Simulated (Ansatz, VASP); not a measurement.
## One calculation of TiGe8Mo3, two programs

```
Ti Ge Mo
1.0
     4.72888    0.00000    0.00000
     0.00000    4.72888    0.00000
     0.00000    0.00000    8.34852
Ti Ge Mo
1 8 3
Direct
  0.00000 0.00000 0.00000
  0.00000 0.00000 0.66325
  0.00000 0.50000 0.16213
  0.50000 0.00000 0.16213
  0.50000 0.50000 0.66094
  0.00000 0.00000 0.33675
  0.00000 0.50000 0.83787
  0.50000 0.00000 0.83787
  0.50000 0.50000 0.33906
  0.00000 0.50000 0.50000
  0.50000 0.00000 0.50000
  0.50000 0.50000 0.00000
```

Alike in both runs: functional PBE; k mesh 8 × 8 × 6; occupations gaussian, width 0.1 eV; no spin polarisation.

Ansatz relaxed the structure, and its values are those at the end. VASP's run is a single point on that final structure, the one shown.

|  | VASP | Ansatz |
| --- | --- | --- |
| version | VASP 6.6.1 | Ansatz 0.2.0 |
| potentials or method | VASP PAW PBE potentials, release 64 (Ti_sv, Ge_d, Mo_sv), cutoff 520 eV | scalar-relativistic, plane waves, PAW |
| valence electrons in the cell | 166 | 166 |

```csv
,VASP,Ansatz,Ansatz less VASP
gap on the k mesh at the Fermi level (eV),none,none,-
pressure (GPa),0.2,0.0,-0.26
```

A gap of «none» marks a metal or a gap that the smearing closes. With one functional, cell and mesh, what is left measures potentials, basis and numerics.
